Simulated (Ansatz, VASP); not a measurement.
Two plane-wave programs on CdS

```
Cd S
1.0
     4.16060    0.00000    0.00000
    -2.08030    3.60318    0.00000
     0.00000    0.00000   13.55419
Cd S
4 4
Direct
  0.00000 0.00000 0.99965
  0.33333 0.66667 0.24989
  0.00000 0.00000 0.49965
  0.66667 0.33333 0.74989
  0.00000 0.00000 0.18764
  0.33333 0.66667 0.43782
  0.00000 0.00000 0.68764
  0.66667 0.33333 0.93782
```

Alike in both runs: task single point; functional PBE; k mesh 12 × 12 × 2; no spin polarisation.

|  | VASP | Ansatz |
| --- | --- | --- |
| version | VASP 6.6.1 | Ansatz 0.2.0 |
| potentials or method | VASP PAW PBE potentials, release 64 (Cd, S) | plane waves, PAW |
| plane-wave cutoff (eV) | 520 | 420 |
| occupations | gaussian, width 0.01 eV | fixed |
| valence electrons in the cell | 72 | 104 |

VASP gave:

- gap on the k mesh at the Fermi level (eV): 1.14
- pressure (GPa): 1.7

Task: What did Ansatz give for the same quantities?

Result: gap on the k mesh at the Fermi level (eV): 1.13; pressure (GPa): 1.4.

VASP's potentials hold 72 valence electrons a cell and Ansatz's 104, so a difference there can come from the potentials and not from the codes.
